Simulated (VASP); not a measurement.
A run of VASP 6.6.1:

Contents of INCAR:

```
SYSTEM = TiAl
PREC     = Accurate       ! precision mode
ENCUT    = 520            ! plane-wave cutoff, eV
EDIFF    = 1E-6           ! SCF threshold, eV
ISMEAR   = 0              ! smearing method
SIGMA    = 0.15           ! smearing width, eV
LREAL    = .False.        ! projectors in reciprocal space
LASPH    = .True.         ! aspherical terms in the spheres
NELM     = 60             ! most SCF steps
ALGO     = Fast           ! electronic algorithm
ISIF     = 2              ! what is computed and relaxed
LWAVE    = .False.        ! write WAVECAR
LCHARG   = .True.         ! write CHGCAR
LELF     = .True.         ! ELF
LVHAR    = .True.       
NBANDS   = 14             ! bands
```

The input KPOINTS:

```
regular mesh
0
Gamma
  16 16 16
  0 0 0
```

Contents of POSCAR:

```
TiAl
1.0
    3.0041142525      0.0000000000      0.0000000000
    0.0000000000      3.0041142525      0.0000000000
    0.0000000000      0.0000000000      3.1759495877
Ti Al
1 1
Direct
    0.0000000000      0.0000000000      0.0000000000
    0.5000000000      0.5000000000      0.5000000000
```

Potentials or basis: VASP PAW LDA potentials, release 64 (Ti_sv, Al).

Command:

```console
$ cat potpaw_LDA.64/Ti_sv/POTCAR potpaw_LDA.64/Al/POTCAR > POTCAR
$ mpirun -np 1 vasp_std > vasp.out
```

Hardware: 1 thread of Intel(R) Xeon(R) 6975P-C (Granite Rapids), on a shared host.

Q: How long does it take, and how much memory?

A: Wall time 2.6 min on 1 thread of Intel(R) Xeon(R) 6975P-C (Granite Rapids), on a shared host, peak memory 0.27 GiB. Counts: scf iterations 22, k points 405.
